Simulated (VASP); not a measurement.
Wanted: the native input for a VASP 6.6.1 run.

* Task: single point
* Functional: LDA
* Potentials or basis: VASP PAW LDA potentials, release 64 (Si)
* Cutoff: 520 eV
* k mesh: 10 × 10 × 10
* Occupations: gaussian, width 0.03 eV
* Spin: no spin polarisation
* Dipole correction: no
* Further INCAR settings: ALGO = Normal; EDIFF = 1e-06; NBANDS = 16

The structure of Si lies in POSCAR:

```
Si
1.0
   -3.3561438626      3.3561438626      1.9401218077
    3.3561438626     -3.3561438626      1.9401218077
    3.3561438626      3.3561438626     -1.9401218077
Si
4
Direct
    0.1568357886      0.1568357886      0.3576908752
    0.7991449134      0.7991449134      0.6423091248
    0.2008550866      0.8431642114      0.0000000000
    0.8431642114      0.2008550866      0.0000000000
```

One way to write it, as run:

INCAR

```
SYSTEM = Si
PREC = Accurate ; ENCUT = 520
EDIFF = 1E-6 ; ISMEAR = 0
SIGMA = 0.03 ; LREAL = .FALSE.
LASPH = .TRUE. ; NELM = 80
ALGO = Normal ; ISIF = 2
LWAVE = .FALSE. ; LCHARG = .FALSE.
NBANDS = 16
```

KPOINTS

```
regular mesh
0
G
  10 10 10
  0 0 0
```

Potentials or basis: VASP PAW LDA potentials, release 64 (Si).

Launch:

```bash
$ cat potpaw_LDA.64/Si/POTCAR > POTCAR
$ mpirun -np 1 vasp_std > vasp.out
```

It gave:

The pressure is -4.2 GPa, the largest force is 0.240 eV/Å and the band gap on the k mesh is 0.29 eV, indirect (least direct gap 0.46 eV).

It took 70 s on 1 thread of Intel(R) Xeon(R) Platinum 8559C (Emerald Rapids) (shared host), peak memory 0.24 GiB.
